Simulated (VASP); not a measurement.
# SnO in VASP: a series of runs

The runs below take SnO through single point, with PBE+D3(BJ).

Program: VASP 6.6.1. These are calculated values, not measurements. Logs are shortened: lines on timing, memory, paths and dates and some standing lists are left out, and cuts for length are marked.

## (1) The cell of the first run

The cell holds a slab with vacuum, 8 atoms: a = 3.820 Å, b = 3.820 Å, c = 22.226 Å, α = 90.00°, β = 90.00°, γ = 90.00°.

## (2) Single point, PBE+D3(BJ)

INCAR

```
PREC     = Accurate       # precision mode
ENCUT    = 520            # plane-wave cutoff, eV
EDIFF    = 1E-6           # SCF threshold, eV
ISMEAR   = 0              # smearing method
SIGMA    = 0.05           # smearing width, eV
LREAL    = F              # projectors in reciprocal space
LASPH    = T              # aspherical terms in the spheres
NELM     = 80             # most SCF steps
ALGO     = Normal         # electronic algorithm
ISIF     = 2              # what is computed and relaxed
LWAVE    = F              # write WAVECAR
LCHARG   = F              # write CHGCAR
LDIPOL   = T            
IDIPOL   = 3            
DIPOL    = 0.5 0.5 0.399
GGA      = PE             # functional
IVDW     = 12             # dispersion correction
NBANDS   = 50             # bands
```

KPOINTS

```
regular mesh
0
Gamma
  7 7 1
```

POSCAR

```
SnO
1.0
    3.8201630918      0.0000000000      0.0000000000
    0.0000000000      3.8201630918      0.0000000000
    0.0000000000      0.0000000000     22.2260821141
Sn O
4 4
Direct
    0.7500000000      0.2500000000      0.2024648328
    0.2500000000      0.7500000000      0.3087832134
    0.3750000000      1.2500000000      0.4887519537
   -0.1250000000      1.7500000000      0.5950703343
    0.2500000000      0.2500000000      0.2556240231
    0.7500000000      0.7500000000      0.2556240231
   -0.1250000000      1.2500000000      0.5419111440
    0.3750000000      1.7500000000      0.5419111440
```

Potentials or basis: VASP PAW PBE potentials, release 64 (Sn_d, O).

Run with:

```bash
cat potpaw_PBE.64/Sn_d/POTCAR potpaw_PBE.64/O/POTCAR > POTCAR
mpirun -np 1 vasp_std > vasp.out
```

OUTCAR:

```text
PREC = Accurate
   ENCUT = 520
   EDIFF = 1E-6
   ISMEAR = 0
   LREAL = F
   LASPH = T
   NELM = 80
   ISIF = 2
   GGA = PE
   IVDW = 12
 IVDW          = 12

 ion  position               nearest neighbor table
   1  0.750  0.250  0.202-   5 2.25   6 2.25   6 2.25   5 2.25   2 3.59   2 3.59   2 3.59   2 3.59

   2  0.250  0.750  0.309-   5 2.25   6 2.25   5 2.25   6 2.25   1 3.59   1 3.59   1 3.59   1 3.59

   3  0.375  0.250  0.489-   7 2.25   8 2.25   8 2.25   7 2.25   4 3.59   4 3.59   4 3.59   4 3.59

   4  0.875  0.750  0.595-   7 2.25   8 2.25   7 2.25   8 2.25   3 3.59   3 3.59   3 3.59   3 3.59

   5  0.250  0.250  0.256-   1 2.25   2 2.25   2 2.25   1 2.25
   6  0.750  0.750  0.256-   1 2.25   2 2.25   1 2.25   2 2.25
   7  0.875  0.250  0.542-   3 2.25   3 2.25   4 2.25   4 2.25
   8  0.375  0.750  0.542-   3 2.25   3 2.25   4 2.25   4 2.25

  LATTYP: Found a simple tetragonal cell.
 ALAT       =     3.8201630918
 C/A-ratio  =     5.8180977042

  Lattice vectors:

 A1 = (   3.8201630918,   0.0000000000,   0.0000000000)
 A2 = (   0.0000000000,   3.8201630918,   0.0000000000)
 A3 = (   0.0000000000,   0.0000000000,  22.2260821141)

Analysis of symmetry for initial positions (statically):
=====================================================================
 Subroutine PRICEL returns:
 Original cell was already a primitive cell.

 Routine SETGRP: Setting up the symmetry group for a
 simple tetragonal supercell.

 Subroutine GETGRP returns: Found  4 space group operations
 (whereof  1 operations were pure point group operations)
 out of a pool of 16 trial point group operations.

The static configuration has the point symmetry C_1 .
 The point group associated with its full space group is C_2h.

Analysis of symmetry for dynamics (positions and initial velocities):
=====================================================================
 Subroutine PRICEL returns:
 Original cell was already a primitive cell.

 Routine SETGRP: Setting up the symmetry group for a
 simple tetragonal supercell.

 Subroutine GETGRP returns: Found  4 space group operations
 (whereof  1 operations were pure point group operations)
 out of a pool of 16 trial point group operations.

The dynamic configuration has the point symmetry C_1 .
 The point group associated with its full space group is C_2h.

 Subroutine INISYM returns: Found  4 space group operations
 (whereof  1 operations are pure point group operations),
 and found     1 'primitive' translations

----------------------------------------------------------------------------------------

                                     Primitive cell

  volume of cell :     324.3596

  direct lattice vectors                    reciprocal lattice vectors
     3.820163092  0.000000000  0.000000000     0.261768929  0.000000000  0.000000000
     0.000000000  3.820163092  0.000000000     0.000000000  0.261768929  0.000000000
     0.000000000  0.000000000 22.226082114     0.000000000  0.000000000  0.044992185

  length of vectors
     3.820163092  3.820163092 22.226082114     0.261768929  0.261768929  0.044992185

  position of ions in fractional coordinates (direct lattice)
     0.750000000  0.250000000  0.202464833
     0.250000000  0.750000000  0.308783213
     0.375000000  0.250000000  0.488751954
     0.875000000  0.750000000  0.595070334
     0.250000000  0.250000000  0.255624023
     0.750000000  0.750000000  0.255624023
     0.875000000  0.250000000  0.541911144
     0.375000000  0.750000000  0.541911144

  ion indices of the primitive-cell ions
   primitive index   ion index
                 1           1
                 2           2
                 3           3
                 4           4
                 5           5
                 6           6
                 7           7
                 8           8

----------------------------------------------------------------------------------------

 KPOINTS: regular mesh

Automatic generation of k-mesh.
 Grid dimensions read from file:
 generate k-points for:    7    7    1

 Generating k-lattice:

  Cartesian coordinates                     Fractional coordinates (reciprocal lattice)
     0.037395561  0.000000000  0.000000000     0.142857143  0.000000000  0.000000000
     0.000000000  0.037395561  0.000000000     0.000000000  0.142857143  0.000000000
     0.000000000  0.000000000  0.044992185     0.000000000  0.000000000  1.000000000

  Length of vectors
     0.037395561  0.037395561  0.044992185

  Shift w.r.t. Gamma in fractional coordinates (k-lattice)
     0.000000000  0.000000000  0.000000000

 Subroutine IBZKPT returns following result:
 ===========================================

 Found     16 irreducible k-points:

 Following reciprocal coordinates:
            Coordinates               Weight
  0.000000  0.000000  0.000000      1.000000
  0.142857  0.000000  0.000000      2.000000
  0.000000  0.142857  0.000000      2.000000
  0.285714  0.000000  0.000000      2.000000
  0.000000  0.285714  0.000000      2.000000
  0.428571  0.000000  0.000000      2.000000
[... 8 lines left out ...]
 -0.285714  0.428571  0.000000      4.000000
  0.428571  0.428571  0.000000      4.000000
   k-points           NKPTS =     16   k-points in BZ     NKDIM =     16   number of bands    NBANDS=     50
   number of dos      NEDOS =    301   number of ions     NIONS =      8
   total plane-waves  NPLWV = 131712
   dimension x,y,z NGX =    28 NGY =   28 NGZ =  168
   dimension x,y,z NGXF=    56 NGYF=   56 NGZF=  336
   ions per type =               4   4
   NGX,Y,Z   is equivalent  to a cutoff of  12.19, 12.19, 12.57 a.u.
   NGXF,Y,Z  is equivalent  to a cutoff of  24.37, 24.37, 25.13 a.u.
 SYSTEM =  unknown system
   PREC   = accura    normal or accurate (medium, high low for compatibility)
   ISTART =      0    job   : 0-new  1-cont  2-samecut
   ICHARG =      2    charge: 1-file 2-atom 10-const
   ISPIN  =      1    spin polarized calculation?
   LNONCOLLINEAR =      F non collinear calculations
   LSORBIT =      F    spin-orbit coupling
   LASPH  =      T    aspherical Exc in radial PAW
   ENCUT  =  520.0 eV  38.22 Ry    6.18 a.u.   7.10  7.10 41.33*2*pi/ulx,y,z
   NELM   =     80;   NELMIN=  2; NELMDL= -5     # of ELM steps
   EDIFF  = 0.1E-05   stopping-criterion for ELM
   LREAL  =      F    real-space projection
   EDIFFG = 0.1E-04   stopping-criterion for IOM
   NSW    =      0    number of steps for IOM
   IBRION =     -1    ionic relax: 0-MD 1-quasi-New 2-CG
   NFREE  =      0    steps in history (QN), initial steepest desc. (CG)
   ISIF   =      2    stress and relaxation
   ISYM   =      2    0-nonsym 1-usesym 2-fastsym
   POTIM  = 0.5000    time-step for ionic-motion
   TEBEG  =    0.0;   TEEND  =   0.0 temperature during run
   PSTRESS=    0.0 pullay stress
   NELECT =      80.0000    total number of electrons
   NUPDOWN=      -1.0000    fix difference up-down
   EMIN   =  10.00;   EMAX   =-10.00  energy-range for DOS
   EFERMI =   0.00;   METHOD = LEGACY
   ISMEAR =     0;   SIGMA  =   0.05  broadening in eV -4-tet -1-fermi 0-gaus
   EFERMI_NEDOS =   21; number of points for ismear=-14 and -15
   IALGO  =     38    algorithm
   IMIX   =      4    mixing-type and parameters
     AMIX     =   0.40;   BMIX     =  1.00
     AMIX_MAG =   1.60;   BMIX_MAG =  1.00
  volume/ion in A,a.u.               =      40.54       273.61
  Fermi-wavevector in a.u.,A,eV,Ry     =   1.026666  1.940118 14.341131  1.054043
  Thomas-Fermi vector in A             =   2.160571
   LORBIT       =      0    0 simple, 1 ext, 2 COOP (PROOUT), +10 PAW based schemes
   GGA     = PE    functional components
   LHFCALC =     F    Hartree Fock is set to
   AEXX    =    0.0000 exact exchange contribution
   IVDW    =    12    specifies the selected vdW correction
   LEPSILON=     F    determine dielectric tensor
   LRPA    =     F    only Hartree local field effects (RPA)
 non-spin polarized calculation
 Gauss-broadening in eV      SIGMA  =   0.05
  energy-cutoff  :      520.00
  volume of cell :      324.36
 maximum number of plane-waves:      8769
   NGX = 15   NGY = 15   NGZ = 83

 dipolmoment           0.000000      0.000000     -0.000002 electrons x Angstroem

 number of electron      79.9999971 magnetization

 dipolmoment           0.000000      0.000000      0.000000 electrons x Angstroem

 Free energy of the ion-electron system (eV)
  ---------------------------------------------------
  ext. energy  EPLUGINS =         0.00000000
  ---------------------------------------------------
  free energy    TOTEN  =       -45.17527908 eV

  energy without entropy =      -45.17527908  energy(sigma->0) =      -45.17527908

 E-fermi :   0.0696     XC(G=0):  -5.2991

 val. band max:       -0.1561937454   @ k =   0.1429   0.0000   0.0000
 cond. band min:       2.2216491525   @ k =   0.4286   0.0000   0.0000
 fundamental gap:      2.3778428979
 Fermi energy:         0.0696402486

 k-point     1 :       0.0000    0.0000    0.0000
  band No.  band energies     occupation
      1     -21.0561      2.00000
      2     -21.0561      2.00000
      3     -20.6956      2.00000
      4     -20.6956      2.00000
      5     -20.6581      2.00000
      6     -20.6579      2.00000
[... 42 lines left out ...]
     49       5.2150      0.00000
     50       5.2586      0.00000

 k-point     2 :       0.1429    0.0000    0.0000
  band No.  band energies     occupation
      1     -21.0472      2.00000
      2     -21.0471      2.00000
      3     -20.6962      2.00000
      4     -20.6961      2.00000
      5     -20.6597      2.00000
      6     -20.6587      2.00000
[... 734 lines left out ...]
 k-point    16 :       0.4286    0.4286    0.0000
  band No.  band energies     occupation
      1     -20.9970      2.00000
      2     -20.9967      2.00000
      3     -20.9830      2.00000
      4     -20.9827      2.00000
      5     -20.6626      2.00000
      6     -20.6625      2.00000
[... 42 lines left out ...]
     49       6.2046      0.00000
     50       6.4436      0.00000

------------------------ aborting loop because EDIFF is reached ----------------------------------------

 vacuum level on the upper side and lower side of the slab       (xc-potential included)        -0.159        -0.159

 Edisp (eV)   -1.25569

 E8    (eV) :    -0.5555

  FORCE on cell =-STRESS in cart. coord.  units (eV):
  Direction    XX          YY          ZZ          XY          YZ          ZX
  --------------------------------------------------------------------------------------
  -------------------------------------------------------------------------------------
  Total       0.17339     0.27616    -0.14985     0.00000     0.00000     0.14091
  in kB       0.85645     1.36407    -0.74017     0.00000     0.00000     0.69602
  external pressure =        0.49 kB  Pullay stress =        0.00 kB

 VOLUME and BASIS-vectors are now :
 -----------------------------------------------------------------------------
  energy-cutoff  :      520.00
  volume of cell :      324.36
      direct lattice vectors                 reciprocal lattice vectors
     3.820163092  0.000000000  0.000000000     0.261768929  0.000000000  0.000000000
     0.000000000  3.820163092  0.000000000     0.000000000  0.261768929  0.000000000
     0.000000000  0.000000000 22.226082114     0.000000000  0.000000000  0.044992185

 POSITION                                       TOTAL-FORCE (eV/Angst)
 -----------------------------------------------------------------------------------
      2.86512      0.95504      4.50000        -0.002741     -0.000000     -0.078105
      0.95504      2.86512      6.86304        -0.011468     -0.000000      0.135207
      1.43256      0.95504     10.86304         0.011468     -0.000000     -0.135207
      3.34264      2.86512     13.22608         0.002741      0.000000      0.078105
      0.95504      0.95504      5.68152         0.005675      0.000000      0.009751
      2.86512      2.86512      5.68152        -0.016744     -0.000000      0.011219
      3.34264      0.95504     12.04456         0.016744     -0.000000     -0.011219
      1.43256      2.86512     12.04456        -0.005675     -0.000000     -0.009751
 -----------------------------------------------------------------------------------
    total drift:                               -0.000000      0.000000      0.000003

  FREE ENERGIE OF THE ION-ELECTRON SYSTEM (eV)
  ---------------------------------------------------
  free  energy   TOTEN  =       -46.4309664790 eV

  energy  without entropy=      -46.4309664790  energy(sigma->0) =      -46.43096648

 vacuum level on the upper side and lower side of the slab         4.793         4.793
```

It took 7.9 min on 1 thread of Intel Xeon 6975P-C, shared host; peak memory 0.45 GiB.

Results:

```yaml
Free_energy: -46.4310 eV
Largest_force: 0.136 eV/Å
Band_gap_on_the_k_mesh: 2.38 eV, indirect (least direct gap 2.53 eV)
Dispersion_energy_per_atom: -0.157 eV
```

Forces in eV/Å, atoms in the order of the input:
```
Sn  -0.003  0.000 -0.078
Sn  -0.011  0.000  0.135
Sn   0.011  0.000 -0.135
Sn   0.003  0.000  0.078
O    0.006  0.000  0.010
O   -0.017  0.000  0.011
O    0.017  0.000 -0.011
O   -0.006  0.000 -0.010
```

Caveat: spin-orbit coupling is left out, which moves the levels of the heavy elements.

## (3) Single point, PBE+D3(BJ)

INCAR

```
SYSTEM = SnO
PREC     = Accurate       ! precision mode
ENCUT    = 520            ! plane-wave cutoff, eV
EDIFF    = 1E-7           ! SCF threshold, eV
ISMEAR   = 0              ! smearing method
SIGMA    = 0.05           ! smearing width, eV
LREAL    = .False.        ! projectors in reciprocal space
LASPH    = .True.         ! aspherical terms in the spheres
NELM     = 80             ! most SCF steps
ALGO     = Normal         ! electronic algorithm
ISIF     = 2              ! what is computed and relaxed
LWAVE    = .False.        ! write WAVECAR
LCHARG   = .False.        ! write CHGCAR
LDIPOL   = .True.       
IDIPOL   = 3            
DIPOL    = 0.5 0.5 0.399
GGA      = PE             ! functional
IVDW     = 12             ! dispersion correction
NBANDS   = 50             ! bands
```

KPOINTS

```
Automatic mesh
0
Gamma
  7 7 1
  0 0 0
```

POSCAR

```
SnO
1.0
    3.8201630918      0.0000000000      0.0000000000
    0.0000000000      3.8201630918      0.0000000000
    0.0000000000      0.0000000000     22.2260821141
Sn O
4 4
Direct
    0.7500000000      0.2500000000      0.2024648328
    0.2500000000      0.7500000000      0.3087832134
    0.6250000000      1.2500000000      0.4887519537
    0.1250000000      1.7500000000      0.5950703343
    0.2500000000      0.2500000000      0.2556240231
    0.7500000000      0.7500000000      0.2556240231
    0.1250000000      1.2500000000      0.5419111440
    0.6250000000      1.7500000000      0.5419111440
```

Potentials or basis: VASP PAW PBE potentials, release 64 (Sn_d, O).

Run with:

```bash
cat potpaw_PBE.64/Sn_d/POTCAR potpaw_PBE.64/O/POTCAR > POTCAR
mpirun -np 1 vasp_std > vasp.out
```

Wall time 8.1 min (1 thread of Intel Xeon 6975P-C, shared host); peak memory 0.44 GiB.

The run converged. Its results:

```yaml
Free_energy: -46.4600 eV
Largest_force: 0.187 eV/Å
Band_gap_on_the_k_mesh: 2.53 eV, indirect (least direct gap 2.55 eV)
Dispersion_energy_per_atom: -0.157 eV
```

Forces in eV/Å, atoms in the order of the input:
```
Sn  -0.003  0.000 -0.075
Sn  -0.010  0.000  0.187
Sn   0.010  0.000 -0.187
Sn   0.003  0.000  0.075
O    0.005  0.000  0.015
O   -0.015  0.000  0.015
O    0.015  0.000 -0.015
O   -0.005  0.000 -0.015
```

Levels at points of the mesh, in eV from the valence-band top:
| k point | band 36 | band 37 | band 38 | band 39 | band 40 | band 41 | band 42 | band 43 | band 44 | band 45 |
| --- | --- | --- | --- | --- | --- | --- | --- | --- | --- | --- |
| (0.00, 0.00, 0.00) | -1.97 | -1.96 | -1.96 | -0.63 | -0.02 | 2.53 | 2.84 | 2.85 | 3.87 | 4.87 |

Caveat: spin-orbit coupling is left out, which moves the levels of the heavy elements.

## (4) Single point, PBE+D3(BJ)

INCAR

```
  PREC = Accurate
  ENCUT = 520
  EDIFF = 1E-6
  ISMEAR = 0
  SIGMA = 0.05
  LREAL = F
  LASPH = T
  NELM = 60
  ALGO = Normal
  ISIF = 2
  LWAVE = F
  LCHARG = F
  LDIPOL = T
  IDIPOL = 3
  DIPOL = 0.5 0.5 0.399
  GGA = PE
  IVDW = 12
  NBANDS = 50
```

KPOINTS

```
regular mesh
0
Gamma
  7 7 1
```

POSCAR

```
SnO
1.0
    3.8201630918      0.0000000000      0.0000000000
    0.0000000000      3.8201630918      0.0000000000
    0.0000000000      0.0000000000     22.2260821141
Sn O
4 4
Direct
    0.7500000000      0.2500000000      0.2024648328
    0.2500000000      0.7500000000      0.3087832134
    0.5000000000      1.2500000000      0.4887519537
    0.0000000000      1.7500000000      0.5950703343
    0.2500000000      0.2500000000      0.2556240231
    0.7500000000      0.7500000000      0.2556240231
    0.0000000000      1.2500000000      0.5419111440
    0.5000000000      1.7500000000      0.5419111440
```

Run with:

```bash
cat potpaw_PBE.64/Sn_d/POTCAR potpaw_PBE.64/O/POTCAR > POTCAR
mpirun -np 1 vasp_std > vasp.out
```

Wall time 4.1 min (1 thread of Intel Xeon Platinum 8488C (Sapphire Rapids), shared host); peak memory 0.44 GiB.

It converged, with:

* Free energy: -46.4460 eV
* Largest force: 0.163 eV/Å
* Band gap on the k mesh: 2.51 eV, indirect (least direct gap 2.54 eV)
* Dispersion energy per atom: -0.157 eV

Forces in eV/Å, atoms in the order of the input:
```
Sn  -0.004  0.000 -0.076
Sn  -0.015  0.000  0.162
Sn   0.015  0.000 -0.162
Sn   0.004  0.000  0.076
O    0.008  0.000  0.013
O   -0.022  0.000  0.013
O    0.022  0.000 -0.013
O   -0.008  0.000 -0.013
```

Levels at points of the mesh, in eV from the valence-band top:
```csv
k point,band 36,band 37,band 38,band 39,band 40,band 41,band 42,band 43,band 44,band 45
"(0.00, 0.00, 0.00)",-1.98,-1.98,-1.98,-0.66,-0.03,2.51,2.83,2.84,3.87,4.85
```

Caveat: spin-orbit coupling is left out, which moves the levels of the heavy elements.
